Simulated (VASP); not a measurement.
# La (Pm-3m) in VASP: notebook

La is run at these levels: LDA; tasks: single point.

Program: VASP 6.6.1. These are calculated values, not measurements. Logs are shortened: lines on timing, memory, paths and dates and some standing lists are left out, and cuts for length are marked.

### Step 1. The cell of the first run

Symmetry: Pm-3m, No. 221, cubic system. The conventional cell has a = 2.709 Å, b = 2.709 Å, c = 2.709 Å, α = 90.00°, β = 90.00°, γ = 90.00°. Within 3.6 Å of La (site symmetry m-3m) lie 6 La at 2.71 Å.

### Step 2. Single point, LDA

INCAR

```
  ALGO = Normal
  EDIFF = 1E-6
  ENCUT = 520
  ISIF = 2
  ISMEAR = 1
  LASPH = True
  LCHARG = False
  LREAL = False
  LWAVE = False
  NBANDS = 12
  NELM = 60
  PREC = Accurate
  SIGMA = 0.05
```

KPOINTS

```
k-points
0
Gamma
  7 7 7
```

POSCAR

```
La
1.0
    2.7088815815      0.0000000000      0.0000000000
    0.0000000000      2.7088815815      0.0000000000
    0.0000000000      0.0000000000      2.7088815815
La
1
Direct
    0.0000000000      0.0000000000      0.0000000000
```

Potentials or basis: VASP PAW LDA potentials, release 64 (La).

The run is started by

```console
> cat potpaw_LDA.64/La/POTCAR > POTCAR
> mpirun -np 1 vasp_std > vasp.out
```

OUTCAR:

```text
EDIFF = 1E-6
   ENCUT = 520
   ISIF = 2
   ISMEAR = 1
   LASPH = True
   LREAL = False
   NELM = 60
   PREC = Accurate

 ion  position               nearest neighbor table
   1  0.000  0.000  0.000-

  LATTYP: Found a simple cubic cell.
 ALAT       =     2.7088815815

  Lattice vectors:

 A1 = (   2.7088815815,   0.0000000000,   0.0000000000)
 A2 = (   0.0000000000,   2.7088815815,   0.0000000000)
 A3 = (   0.0000000000,   0.0000000000,   2.7088815815)

Analysis of symmetry for initial positions (statically):
=====================================================================
 Subroutine PRICEL returns:
 Original cell was already a primitive cell.

 Routine SETGRP: Setting up the symmetry group for a
 simple cubic supercell.

 Subroutine GETGRP returns: Found 48 space group operations
 (whereof 48 operations were pure point group operations)
 out of a pool of 48 trial point group operations.

The static configuration has the point symmetry O_h .

Analysis of symmetry for dynamics (positions and initial velocities):
=====================================================================
 Subroutine PRICEL returns:
 Original cell was already a primitive cell.

 Routine SETGRP: Setting up the symmetry group for a
 simple cubic supercell.

 Subroutine GETGRP returns: Found 48 space group operations
 (whereof 48 operations were pure point group operations)
 out of a pool of 48 trial point group operations.

The dynamic configuration has the point symmetry O_h .

 Subroutine INISYM returns: Found 48 space group operations
 (whereof 48 operations are pure point group operations),
 and found     1 'primitive' translations

----------------------------------------------------------------------------------------

                                     Primitive cell

  volume of cell :      19.8779

  direct lattice vectors                    reciprocal lattice vectors
     2.708881582  0.000000000  0.000000000     0.369156041  0.000000000  0.000000000
     0.000000000  2.708881582  0.000000000     0.000000000  0.369156041  0.000000000
     0.000000000  0.000000000  2.708881582     0.000000000  0.000000000  0.369156041

  length of vectors
     2.708881582  2.708881582  2.708881582     0.369156041  0.369156041  0.369156041

  position of ions in fractional coordinates (direct lattice)
     0.000000000  0.000000000  0.000000000

  ion indices of the primitive-cell ions
   primitive index   ion index
                 1           1

----------------------------------------------------------------------------------------

 KPOINTS: k-points

Automatic generation of k-mesh.
 Grid dimensions read from file:
 generate k-points for:    7    7    7

 Generating k-lattice:

  Cartesian coordinates                     Fractional coordinates (reciprocal lattice)
     0.052736577  0.000000000  0.000000000     0.142857143  0.000000000  0.000000000
     0.000000000  0.052736577  0.000000000     0.000000000  0.142857143  0.000000000
     0.000000000  0.000000000  0.052736577     0.000000000  0.000000000  0.142857143

  Length of vectors
     0.052736577  0.052736577  0.052736577

  Shift w.r.t. Gamma in fractional coordinates (k-lattice)
     0.000000000  0.000000000  0.000000000

 Subroutine IBZKPT returns following result:
 ===========================================

 Found     20 irreducible k-points:

 Following reciprocal coordinates:
            Coordinates               Weight
  0.000000  0.000000  0.000000      1.000000
  0.142857  0.000000  0.000000      6.000000
  0.285714  0.000000  0.000000      6.000000
  0.428571  0.000000  0.000000      6.000000
  0.142857  0.142857  0.000000     12.000000
  0.285714  0.142857  0.000000     24.000000
[... 12 lines left out ...]
  0.428571  0.428571  0.285714     24.000000
  0.428571  0.428571  0.428571      8.000000
   k-points           NKPTS =     20   k-points in BZ     NKDIM =     20   number of bands    NBANDS=     12
   number of dos      NEDOS =    301   number of ions     NIONS =      1
   total plane-waves  NPLWV =   8000
   dimension x,y,z NGX =    20 NGY =   20 NGZ =   20
   dimension x,y,z NGXF=    40 NGYF=   40 NGZF=   40
   ions per type =               1
   NGX,Y,Z   is equivalent  to a cutoff of  12.27, 12.27, 12.27 a.u.
   NGXF,Y,Z  is equivalent  to a cutoff of  24.55, 24.55, 24.55 a.u.
 SYSTEM =  unknown system
   PREC   = accura    normal or accurate (medium, high low for compatibility)
   ISTART =      0    job   : 0-new  1-cont  2-samecut
   ICHARG =      2    charge: 1-file 2-atom 10-const
   ISPIN  =      1    spin polarized calculation?
   LNONCOLLINEAR =      F non collinear calculations
   LSORBIT =      F    spin-orbit coupling
   LASPH  =      T    aspherical Exc in radial PAW
   ENCUT  =  520.0 eV  38.22 Ry    6.18 a.u.   5.04  5.04  5.04*2*pi/ulx,y,z
   NELM   =     60;   NELMIN=  2; NELMDL= -5     # of ELM steps
   EDIFF  = 0.1E-05   stopping-criterion for ELM
   LREAL  =      F    real-space projection
   EDIFFG = 0.1E-04   stopping-criterion for IOM
   NSW    =      0    number of steps for IOM
   IBRION =     -1    ionic relax: 0-MD 1-quasi-New 2-CG
   NFREE  =      0    steps in history (QN), initial steepest desc. (CG)
   ISIF   =      2    stress and relaxation
   ISYM   =      2    0-nonsym 1-usesym 2-fastsym
   POTIM  = 0.5000    time-step for ionic-motion
   TEBEG  =    0.0;   TEEND  =   0.0 temperature during run
   PSTRESS=    0.0 pullay stress
   NELECT =      11.0000    total number of electrons
   NUPDOWN=      -1.0000    fix difference up-down
   EMIN   =  10.00;   EMAX   =-10.00  energy-range for DOS
   EFERMI =   0.00;   METHOD = LEGACY
   ISMEAR =     1;   SIGMA  =   0.05  broadening in eV -4-tet -1-fermi 0-gaus
   EFERMI_NEDOS =   21; number of points for ismear=-14 and -15
   IALGO  =     38    algorithm
   IMIX   =      4    mixing-type and parameters
     AMIX     =   0.40;   BMIX     =  1.00
     AMIX_MAG =   1.60;   BMIX_MAG =  1.00
  volume/ion in A,a.u.               =      19.88       134.14
  Fermi-wavevector in a.u.,A,eV,Ry     =   1.344051  2.539888 24.578554  1.806473
  Thomas-Fermi vector in A             =   2.472076
   LORBIT       =      0    0 simple, 1 ext, 2 COOP (PROOUT), +10 PAW based schemes
   GGA     = CA    functional components
   LHFCALC =     F    Hartree Fock is set to
   AEXX    =    0.0000 exact exchange contribution
   IVDW    =     0    specifies the selected vdW correction
   LEPSILON=     F    determine dielectric tensor
   LRPA    =     F    only Hartree local field effects (RPA)
 non-spin polarized calculation
 Methfessel and Paxton  Order N= 1 SIGMA  =   0.05
  energy-cutoff  :      520.00
  volume of cell :       19.88
 maximum number of plane-waves:       541
   NGX = 11   NGY = 11   NGZ = 11

 number of electron      11.0000001 magnetization

 Free energy of the ion-electron system (eV)
  ---------------------------------------------------
  ext. energy  EPLUGINS =         0.00000000
  ---------------------------------------------------
  free energy    TOTEN  =        -4.08970411 eV

  energy without entropy =       -4.08837091  energy(sigma->0) =       -4.08925971

 E-fermi :  15.6541     XC(G=0): -12.4776

 val. band max:       15.6444521713   @ k =   0.4286   0.2857   0.2857
 cond. band min:      15.6721602343   @ k =   0.4286   0.1429   0.1429
 fundamental gap:      0.0277080630
 Fermi energy:        15.6541083254

 k-point     1 :       0.0000    0.0000    0.0000
  band No.  band energies     occupation
      1     -18.6281      2.00000
      2       2.1345      2.00000
      3       2.1345      2.00000
      4       2.1345      2.00000
      5      12.9978      2.00000
      6      12.9978      2.00000
      7      14.4357      2.00000
      8      18.4410      0.00000
      9      18.4410      0.00000
     10      18.4410      0.00000
     11      19.4977      0.00000
     12      19.4977      0.00000

 k-point     2 :       0.1429    0.0000    0.0000
  band No.  band energies     occupation
      1     -18.3965      2.00000
      2       0.3099      2.00000
      3       2.3111      2.00000
      4       2.3111      2.00000
      5      13.2213      2.00000
      6      13.9583      2.00000
      7      16.1406     -0.00000
      8      18.2351      0.00000
      9      18.5074      0.00000
     10      18.5074      0.00000
     11      19.3524      0.00000
     12      19.5094      0.00000

 k-point     3 :       0.2857    0.0000    0.0000
  band No.  band energies     occupation
      1     -17.8101      2.00000
      2      -2.6803      2.00000
      3       2.7346      2.00000
      4       2.7346      2.00000
      5      13.8337      2.00000
      6      14.8635      2.00000
      7      17.6508      0.00000
      8      18.4643      0.00000
      9      18.6990      0.00000
     10      18.6990      0.00000
     11      19.5532      0.00000
     12      19.5710      0.00000
[... 226 lines left out ...]
 k-point    19 :       0.4286    0.4286    0.2857
  band No.  band energies     occupation
      1     -15.0274      2.00000
      2      -2.7534      2.00000
      3      -2.7294      2.00000
      4      -0.3729      2.00000
      5      11.4667      2.00000
      6      14.1374      2.00000
      7      14.2972      2.00000
      8      17.5891      0.00000
      9      18.9650      0.00000
     10      19.0861      0.00000
     11      19.4192      0.00000
     12      19.7810      0.00000

 k-point    20 :       0.4286    0.4286    0.4286
  band No.  band energies     occupation
      1     -14.4495      2.00000
      2      -2.3190      2.00000
      3      -2.3190      2.00000
      4      -2.2683      2.00000
      5      12.2770      2.00000
      6      12.7024      2.00000
      7      12.7024      2.00000
      8      16.4725     -0.00000
      9      19.0975      0.00000
     10      19.0975      0.00000
     11      19.2674      0.00000
     12      19.8433      0.00000

------------------------ aborting loop because EDIFF is reached ----------------------------------------

  FORCE on cell =-STRESS in cart. coord.  units (eV):
  Direction    XX          YY          ZZ          XY          YZ          ZX
  --------------------------------------------------------------------------------------
  -------------------------------------------------------------------------------------
  Total        5.5648801      5.5648801      5.5648801     -0.0000000     -0.0000000      0.0000000
  in kB      448.5349951    448.5349951    448.5349951     -0.0000000     -0.0000000      0.0000000
  external PRESSURE =     448.5349951 kB  Pullay stress =       0.0000000 kB

 VOLUME and BASIS-vectors are now :
 -----------------------------------------------------------------------------
  energy-cutoff  :      520.00
  volume of cell :       19.88
      direct lattice vectors                 reciprocal lattice vectors
     2.708881582  0.000000000  0.000000000     0.369156041  0.000000000  0.000000000
     0.000000000  2.708881582  0.000000000     0.000000000  0.369156041  0.000000000
     0.000000000  0.000000000  2.708881582     0.000000000  0.000000000  0.369156041

 POSITION                                       TOTAL-FORCE (eV/Angst)
 -----------------------------------------------------------------------------------
      0.00000      0.00000      0.00000         0.000000      0.000000      0.000000
 -----------------------------------------------------------------------------------
    total drift:                               -0.000000      0.000000      0.000000

  FREE ENERGIE OF THE ION-ELECTRON SYSTEM (eV)
  ---------------------------------------------------
  free  energy   TOTEN  =        -4.0897041135 eV

  energy  without entropy=       -4.0883709096  energy(sigma->0) =       -4.08925971
```

Run time: 4.6 s. Hardware: 1 thread of Intel Xeon 6975P-C, shared host; peak memory 0.13 GiB.

Results:

```
Free energy : -4.0897 eV
Pressure    : 44.9 GPa
```

Caveat: spin-orbit coupling is left out, which moves the levels of the heavy elements.

### Step 3. Single point, LDA

This run uses another cell than the first one, of 21.45 Å³/atom, 1.079 times its volume.

INCAR

```
SYSTEM = La
ALGO     = Normal         ! electronic algorithm
EDIFF    = 1E-6           ! SCF threshold, eV
ENCUT    = 520            ! plane-wave cutoff, eV
ISIF     = 2              ! what is computed and relaxed
ISMEAR   = 1              ! smearing method
LASPH    = .True.         ! aspherical terms in the spheres
LCHARG   = .True.         ! write CHGCAR
LELF     = .True.         ! ELF
LREAL    = .False.        ! projectors in reciprocal space
LVHAR    = .True.       
LWAVE    = .False.        ! write WAVECAR
NBANDS   = 12             ! bands
NELM     = 80             ! most SCF steps
PREC     = Accurate       ! precision mode
SIGMA    = 0.05           ! smearing width, eV
```

KPOINTS

```
k-points
0
Gamma
  7 7 7
  0 0 0
```

POSCAR

```
La
1.0
    2.7783727811      0.0000000000      0.0000000000
    0.0000000000      2.7783727811      0.0000000000
    0.0000000000      0.0000000000      2.7783727811
La
1
Direct
    0.0000000000      0.0000000000      0.0000000000
```

Potentials or basis: VASP PAW LDA potentials, release 64 (La).

The run is started by

```console
> cat potpaw_LDA.64/La/POTCAR > POTCAR
> mpirun -np 1 vasp_std > vasp.out
```

Run time: 5.6 s. Hardware: 1 thread of Intel Xeon 6975P-C, shared host; peak memory 0.14 GiB.

It converged, with:

- Free energy: -4.4557 eV
- Pressure: 30.0 GPa

Levels at points of the mesh, in eV from the Fermi level:
```csv
k point,band 2,band 3,band 4,band 5,band 6,band 7,band 8,band 9,band 10,band 11
"(0.00, 0.00, 0.00)",-13.84,-13.84,-13.84,-2.45,-2.45,-1.61,2.67,2.67,2.67,3.53
```

Caveat: spin-orbit coupling is left out, which moves the levels of the heavy elements.

### Step 4. Single point, LDA

This run uses another cell than the first one, of 24.56 Å³/atom, 1.235 times its volume.

INCAR

```
SYSTEM = La
  PREC = Accurate
  ENCUT = 520
  EDIFF = 1E-7
  ISMEAR = 1
  SIGMA = 0.05
  LREAL = .FALSE.
  LASPH = .TRUE.
  NELM = 80
  ALGO = Normal
  ISIF = 2
  LWAVE = .FALSE.
  LCHARG = .FALSE.
  NBANDS = 12
```

KPOINTS

```
regular mesh
0
G
  7 7 7
  0 0 0
```

POSCAR

```
La
1.0
    2.9066193235      0.0000000000      0.0000000000
    0.0000000000      2.9066193235      0.0000000000
    0.0000000000      0.0000000000      2.9066193235
La
1
Direct
    0.0000000000      0.0000000000      0.0000000000
```

Potentials or basis: VASP PAW LDA potentials, release 64 (La).

The run is started by

```console
> cat potpaw_LDA.64/La/POTCAR > POTCAR
> mpirun -np 1 vasp_std > vasp.out
```

OUTCAR:

```text
SYSTEM = La
   PREC = Accurate
   ENCUT = 520
   EDIFF = 1E-7
   ISMEAR = 1
   LREAL = .FALSE.
   LASPH = .TRUE.
   NELM = 80
   ISIF = 2

 ion  position               nearest neighbor table
   1  0.000  0.000  0.000-

  LATTYP: Found a simple cubic cell.
 ALAT       =     2.9066193235

  Lattice vectors:

 A1 = (   2.9066193235,   0.0000000000,   0.0000000000)
 A2 = (   0.0000000000,   2.9066193235,   0.0000000000)
 A3 = (   0.0000000000,   0.0000000000,   2.9066193235)
[... 472 lines left out ...]
     10      15.1824      0.00000
     11      15.2929      0.00000
     12      15.7936      0.00000

------------------------ aborting loop because EDIFF is reached ----------------------------------------

  FORCE on cell =-STRESS in cart. coord.  units (eV):
  Direction    XX          YY          ZZ          XY          YZ          ZX
  --------------------------------------------------------------------------------------
  -------------------------------------------------------------------------------------
  Total        2.2352193      2.2352193      2.2352193     -0.0000000      0.0000000     -0.0000000
  in kB      145.8365090    145.8365090    145.8365090     -0.0000000      0.0000000     -0.0000000
  external PRESSURE =     145.8365090 kB  Pullay stress =       0.0000000 kB

 VOLUME and BASIS-vectors are now :
 -----------------------------------------------------------------------------
  energy-cutoff  :      520.00
  volume of cell :       24.56
      direct lattice vectors                 reciprocal lattice vectors
     2.906619324  0.000000000  0.000000000     0.344042301  0.000000000  0.000000000
     0.000000000  2.906619324  0.000000000     0.000000000  0.344042301  0.000000000
     0.000000000  0.000000000  2.906619324     0.000000000  0.000000000  0.344042301

 POSITION                                       TOTAL-FORCE (eV/Angst)
 -----------------------------------------------------------------------------------
      0.00000      0.00000      0.00000         0.000000      0.000000      0.000000
 -----------------------------------------------------------------------------------
    total drift:                                0.000000      0.000000      0.000000

  FREE ENERGIE OF THE ION-ELECTRON SYSTEM (eV)
  ---------------------------------------------------
  free  energy   TOTEN  =        -4.8581451505 eV

  energy  without entropy=       -4.8580429297  energy(sigma->0) =       -4.85811108
```

OSZICAR:

```text
N       E                     dE             d eps       ncg     rms          rms(c)
DAV:   1     0.836858008456E+02    0.83686E+02   -0.38819E+03   488   0.129E+03
DAV:   2     0.470152806488E+00   -0.83216E+02   -0.78093E+02   600   0.196E+02
DAV:   3    -0.482890381428E+01   -0.52991E+01   -0.48883E+01   724   0.737E+01
DAV:   4    -0.500810928567E+01   -0.17921E+00   -0.17099E+00   888   0.959E+00
DAV:   5    -0.501451373677E+01   -0.64045E-02   -0.63980E-02   792   0.156E+00    0.519E+00
DAV:   6    -0.491269421168E+01    0.10182E+00   -0.15825E-02   744   0.165E+00    0.320E+00
DAV:   7    -0.485838751163E+01    0.54307E-01   -0.19253E-02   864   0.106E+00    0.188E-01
DAV:   8    -0.485833572842E+01    0.51783E-04   -0.24287E-03   748   0.537E-01    0.155E-01
DAV:   9    -0.485812966733E+01    0.20606E-03   -0.18356E-04   708   0.159E-01    0.351E-02
DAV:  10    -0.485814468742E+01   -0.15020E-04   -0.76944E-05   880   0.588E-02    0.820E-03
DAV:  11    -0.485814523579E+01   -0.54838E-06   -0.41450E-06   732   0.178E-02    0.243E-03
DAV:  12    -0.485814515055E+01    0.85244E-07   -0.49020E-07   824   0.641E-03
   1 F= -.48581452E+01 E0= -.48581111E+01  d E =-.102221E-03
```

stdout:

```text
POSCAR found type information on POSCAR La
 POSCAR found :  1 types and       1 ions
 scaLAPACK will be used
 LDA part: xc-table for (Slater(with rela. corr.)+CA(PZ))
 , standard interpolation
 POSCAR, INCAR and KPOINTS ok, starting setup
 FFT: planning ... GRIDC
 FFT: planning ... GRID_SOFT
 FFT: planning ... GRID
 WAVECAR not read
 entering main loop
```

Run time: 5.6 s. Hardware: 1 thread of Intel Xeon 6975P-C, shared host; peak memory 0.14 GiB.

Results:

```yaml
Free_energy: -4.8581 eV
Pressure: 14.6 GPa
```

Caveat: spin-orbit coupling is left out, which moves the levels of the heavy elements.

### Step 5. Summary

| cell | gap on the mesh (eV) | pressure (GPa) |
| --- | --- | --- |
| a = 2.709 Å, 1 atom | none | 44.9 |
| a = 2.778 Å, 1 atom | none | 30.0 |
| a = 2.907 Å, 1 atom | none | 14.6 |

Alike in all rows: task single point; level LDA; potentials or basis VASP PAW LDA potentials, release 64 (La); no spin polarisation; k mesh 7 × 7 × 7; cutoff (eV) 520; smearing methfessel-paxton 0.05 eV.

Caveats: spin-orbit coupling is left out, which moves the levels of the heavy elements.

Absolute energies hang on the potentials; compare differences alone.
